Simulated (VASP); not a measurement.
The system is Al2Ru.

```
Al Ru
1.0
     4.12123    0.00000    0.00000
    -2.06061    3.56909    0.00000
     0.00000    0.00000    5.60456
Al Ru
4 2
Direct
  0.66667 0.33333 0.25000
  0.33333 0.66667 0.75000
  0.00000 0.00000 0.00000
  0.00000 0.00000 0.50000
  0.66667 0.33333 0.75000
  0.33333 0.66667 0.25000
```

```yaml
Program: VASP 6.6.1
Task: relaxation of cell and atoms
Functional: PBEsol
Potentials_or_basis: VASP PAW PBE potentials, release 64 (Al, Ru_pv)
Cutoff: 600 eV
k_mesh: 6 × 6 × 4
Occupations: fermi-dirac, width 0.03 eV
Spin: no spin polarisation
```

At the start: pressure 7.3 GPa; volume 13.74 Å³/atom.

Question: Where does the relaxation end?

Answer: Over 9 steps the energy falls by 65.8 meV/atom and the volume is 14.01 Å³/atom (+2.0 %); space group P6_3/mmc (No. 194, to 0.05 Å).

Step by step:
```csv
step,energy change (eV),largest force (eV/Å),pressure (GPa),volume (Å³)
1,0.0000,0.0000,7.28,82.44
2,-0.2012,0.0000,-9.38,89.92
3,-0.2703,0.0000,-4.50,87.25
4,-0.3943,0.0000,-0.55,84.36
5,-0.3949,0.0000,-0.23,84.17
6,-0.3948,0.0000,-0.13,84.11
7,-0.3949,0.0000,0.18,83.97
8,-0.3950,0.0000,0.08,84.01
9,-0.3950,0.0000,-0.01,84.06
```

Final structure:
```yaml
crystal:
  lattice:
    - [4.29572, 0.00000, 0.00000]
    - [-2.14786, 3.72021, 0.00000]
    - [0.00000, 0.00000, 5.26018]
  atoms:
    - { symbol: Al, position: [0.66667, 0.33333, 0.25000] }
    - { symbol: Al, position: [0.33333, 0.66667, 0.75000] }
    - { symbol: Al, position: [0.00000, 0.00000, 0.00000] }
    - { symbol: Al, position: [0.00000, 0.00000, 0.50000] }
    - { symbol: Ru, position: [0.66667, 0.33333, 0.75000] }
    - { symbol: Ru, position: [0.33333, 0.66667, 0.25000] }
```

Caveat: the PAW data sets were made with another functional, which shifts forces and pressure a little.
